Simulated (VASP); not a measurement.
A run of VASP 6.6.1:

INCAR

```
SYSTEM = KRe3W
PREC = Accurate ; ENCUT = 600
EDIFF = 1E-6 ; ISMEAR = 0
SIGMA = 0.1 ; LREAL = .FALSE.
LASPH = .TRUE. ; NELM = 60
ALGO = Fast ; ISIF = 3
LWAVE = .FALSE. ; LCHARG = .FALSE.
GGA = PE ; IBRION = 2
NSW = 90 ; EDIFFG = -0.04
```

File KPOINTS:

```
regular mesh
0
G
  4 4 4
  0 0 0
```

File POSCAR:

```
KRe3W
1.0
    4.4937437903      0.0000000000      0.0000000000
    0.0000000000      4.4937437903      0.0000000000
    0.0000000000      0.0000000000      4.4937437903
K Re W
1 3 1
Direct
    0.0000000000      0.0000000000      0.0000000000
    0.0000000000      0.5000000000      0.5000000000
    0.5000000000      0.0000000000      0.5000000000
    0.5000000000      0.5000000000      0.0000000000
    0.5000000000      0.5000000000      0.5000000000
```

Potentials or basis: VASP PAW PBE potentials, release 64 (K_sv, Re, W_sv).

The run is started by

```sh
$ cat potpaw_PBE.64/K_sv/POTCAR potpaw_PBE.64/Re/POTCAR potpaw_PBE.64/W_sv/POTCAR > POTCAR
$ mpirun -np 1 vasp_std > vasp.out
```

Hardware: 1 thread of Intel Xeon 6975P-C, with other jobs on the host.

**Question.** How long does it take, and how much memory?

**Answer.** Run time: 11 min on 1 thread of Intel Xeon 6975P-C (shared host), peak memory 0.24 GiB. Counts: scf iterations 303, k points 10, ion steps 6.
